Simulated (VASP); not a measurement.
A run of VASP 6.6.1 is set up as follows.

INCAR

```
SYSTEM = Sb
  PREC = Accurate
  ENCUT = 520
  EDIFF = 1E-6
  ISMEAR = -1
  SIGMA = 0.15
  LREAL = .False.
  LASPH = .True.
  NELM = 150
  ALGO = Normal
  ISIF = 2
  LWAVE = .False.
  LCHARG = .True.
  MAGMOM = 0 0 0
  LORBIT = 11
  LSORBIT = .True.
  GGA_COMPAT = .False.
  LORBMOM = .True.
  GGA = PS
  IVDW = 12
  LVHAR = .True.
  NBANDS = 16
```

Contents of KPOINTS:

```
Automatic mesh
0
Gamma
  6 6 6
  0 0 0
```

Contents of POSCAR:

```
Sb
1.0
    3.0290743701      0.0001015767      0.0001789261
    0.0001022422      3.0287125161     -0.0001144113
    0.0001785224     -0.0001138305      3.0287697256
Sb
1
Direct
    0.0000000000      0.0000000000      0.0000000000
```

Potentials or basis: VASP PAW PBE potentials, release 64 (Sb).

Command:

```bash
$ cat potpaw_PBE.64/Sb/POTCAR > POTCAR
$ mpirun -np 1 vasp_ncl > vasp.out
```

**Question.** Predict the pressure.

**Answer.** -0.1 GPa.

**Question.** Estimate the dispersion energy per atom.

**Answer.** -0.491 eV.

Moments on the atoms (μB; x, y, z):
```
Sb  0.00 0.00 0.00
```

Caveat: the cell differs from its parent crystal (the cell strained at random); three body term missing; the PAW data sets were made with another functional, which shifts forces and pressure a little.
